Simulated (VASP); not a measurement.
Input of a VASP 6.6.1 run:

The input INCAR:

```
ALGO     = Normal         # electronic algorithm
EDIFF    = 1E-6           # SCF threshold, eV
ENCUT    = 520            # plane-wave cutoff, eV
GGA      = PE             # functional
ISIF     = 2              # what is computed and relaxed
ISMEAR   = -1             # smearing method
LASPH    = T              # aspherical terms in the spheres
LCHARG   = T              # write CHGCAR
LELF     = T              # ELF
LREAL    = F              # projectors in reciprocal space
LVHAR    = T            
LWAVE    = F              # write WAVECAR
NBANDS   = 9              # bands
NELM     = 100            # most SCF steps
PREC     = Accurate       # precision mode
SIGMA    = 0.08           # smearing width, eV
```

File KPOINTS:

```
k-points
0
Gamma
  12 12 7
```

POSCAR

```
Mg
1.0
    3.1658976813      0.0000000000      0.0000000000
   -1.5829488406      2.7417478178      0.0000000000
    0.0000000000      0.0000000000      5.1399115029
Mg
2
Direct
    0.3333333333      0.6666666667      0.2500000000
    0.6666666667      0.3333333333      0.7500000000
```

Potentials or basis: VASP PAW PBE potentials, release 64 (Mg).

Command:

```sh
$ cat potpaw_PBE.64/Mg/POTCAR > POTCAR
$ mpirun -np 1 vasp_std > vasp.out
```

Problem. What does it give for the band gap on the k mesh?

Solution. Zero (band 2 reaches 3.79 eV, above the bottom of band 3 at 1.55 eV).

Problem. Predict the pressure.

Solution. 0.9 GPa.

Stress tensor (GPa, compression positive):
```
1.22 0.00 0.00
0.00 1.22 0.00
0.00 0.00 0.39
```
